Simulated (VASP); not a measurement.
Write the native input for VASP 6.6.1 that does the following.

```
Task                   : electric field gradients
Functional             : LDA
Potentials or basis    : VASP PAW LDA potentials, release 64 (Ga_d)
Cutoff                 : 520 eV
k mesh                 : 14 × 14 × 16
Occupations            : fermi-dirac, width 0.05 eV
Spin                   : no spin polarisation
Dipole correction      : no
Further INCAR settings : ALGO = Normal; EDIFF = 1e-08; NBANDS = 12; ISYM = 0
```

The structure of Ga lies in POSCAR:

```
Ga
1.0
   -1.3850247009      1.3850247009      2.1988746855
    1.3850247009     -1.3850247009      2.1988746855
    1.3850247009      1.3850247009     -2.1988746855
Ga
1
Direct
    0.0000000000      0.0000000000      0.0000000000
```

These files were run (other wordings do the same):

INCAR

```
SYSTEM = Ga
PREC = Accurate ; ENCUT = 520
EDIFF = 1E-8 ; ISMEAR = -1
SIGMA = 0.05 ; LREAL = .False.
LASPH = .True. ; NELM = 60
ALGO = Normal ; ISIF = 2
LWAVE = .False. ; LCHARG = .False.
GGA = CA ; LEFG = .True.
ISYM = 0 ; NBANDS = 12
```

KPOINTS

```
Automatic mesh
0
Gamma
  14 14 16
  0 0 0
```

Potentials or basis: VASP PAW LDA potentials, release 64 (Ga_d).

Run with:

```console
$ cat potpaw_LDA.64/Ga_d/POTCAR > POTCAR
$ mpirun -np 1 vasp_std > vasp.out
```

Results of the run:

The pressure is 1.1 GPa. The band gap on the k mesh is zero (an odd number of electrons rules out a gap without spin polarisation) and the largest electric field gradient by atom is Ga +21.9 V/Å².

Caveat: without QUAD_EFG the Cq values of the log hold for a quadrupole moment of 1 mb, not for the nuclei.

Wall time 3.2 min on 1 thread of Intel(R) Xeon(R) Platinum 8259CL CPU @ 2.50GHz (Skylake/Cascade Lake) (shared host), peak memory 0.39 GiB.
